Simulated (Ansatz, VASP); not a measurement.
**W in VASP and in Ansatz**

```xyz
2
Lattice="2.7358 0.0000 0.0000 -1.3679 2.3693 0.0000 0.0000 0.0000 4.8534" Properties=species:S:1:pos:R:3 pbc="T T T"
W     0.0000    1.5795    1.2133
W     1.3679    0.7898    3.6400
```

Alike in both runs: functional LDA; k mesh 17 × 17 × 9; occupations fermi-dirac, width 0.05 eV; no spin polarisation.

Ansatz relaxed the structure, and its values are those at the end. VASP's run is a single point on that final structure, the one shown.

```csv
,VASP,Ansatz
version,VASP 6.6.1,Ansatz 0.2.0
potentials or method,"VASP PAW LDA potentials, release 64 (W_sv)","PAW with Ansatz's default frozen-core files, scalar-relativistic"
plane-wave cutoff (eV),520,420
valence electrons in the cell,28,28
```

```csv
,VASP,Ansatz,Ansatz less VASP
pressure (GPa),1.8,0.0,-1.83
```

LDA's correlation is that of Perdew and Zunger in VASP and of Perdew and Wang (1992) in Ansatz.

Spin-orbit coupling is off throughout.
